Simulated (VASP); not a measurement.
Write the native input for VASP 6.6.1 that does the following.

* Task: single point
* Functional: PBEsol
* Potentials or basis: VASP PAW PBE potentials, release 64 (Sr_sv, Ti_sv, O)
* Cutoff: 520 eV
* k mesh: 8 × 8 × 8
* Occupations: gaussian, width 0.05 eV
* Spin: no spin polarisation
* Dipole correction: no
* Further INCAR settings: ALGO = Normal; EDIFF = 1e-07; NBANDS = 28

The structure of SrTiO3 lies in POSCAR:

```
SrTiO3
1.0
    3.9400635448     -0.4216304162     -0.4216304162
   -0.4216304162      3.9400635448     -0.4216304162
   -0.4216304162     -0.4216304162      3.9400635448
Sr Ti O
1 1 3
Direct
    0.0000000000      0.0000000000      0.0000000000
    0.5000000000      0.5000000000      0.5000000000
    0.0000000000      0.5000000000      0.5000000000
    0.5000000000      0.0000000000      0.5000000000
    0.5000000000      0.5000000000      0.0000000000
```

This cell differs from its parent crystal: ratio of the length along [111] to the lengths across it x 0.71, volume and fractional coordinates fixed.

These files were run (other wordings do the same):

INCAR

```
SYSTEM = SrTiO3
PREC = Accurate ; ENCUT = 520
EDIFF = 1E-7 ; ISMEAR = 0
SIGMA = 0.05 ; LREAL = .False.
LASPH = .True. ; NELM = 100
ALGO = Normal ; ISIF = 2
LWAVE = .False. ; LCHARG = .False.
GGA = PS ; NBANDS = 28
```

KPOINTS

```
regular mesh
0
Gamma
  8 8 8
  0 0 0
```

Potentials or basis: VASP PAW PBE potentials, release 64 (Sr_sv, Ti_sv, O).

Run with:

```bash
$ cat potpaw_PBE.64/Sr_sv/POTCAR potpaw_PBE.64/Ti_sv/POTCAR potpaw_PBE.64/O/POTCAR > POTCAR
$ mpirun -np 1 vasp_std > vasp.out
```

It gave:

```
Pressure               : 5.6 GPa
Band gap on the k mesh : zero (bands 20 and 21 overlap by 0.20 eV)
```

Caveat: the cell stands under pressure; the PAW data sets were made with another functional, which shifts forces and pressure a little.

Wall time 2.7 min on 1 thread of Intel Xeon 8259CL, with other jobs on the host, peak memory 0.25 GiB.
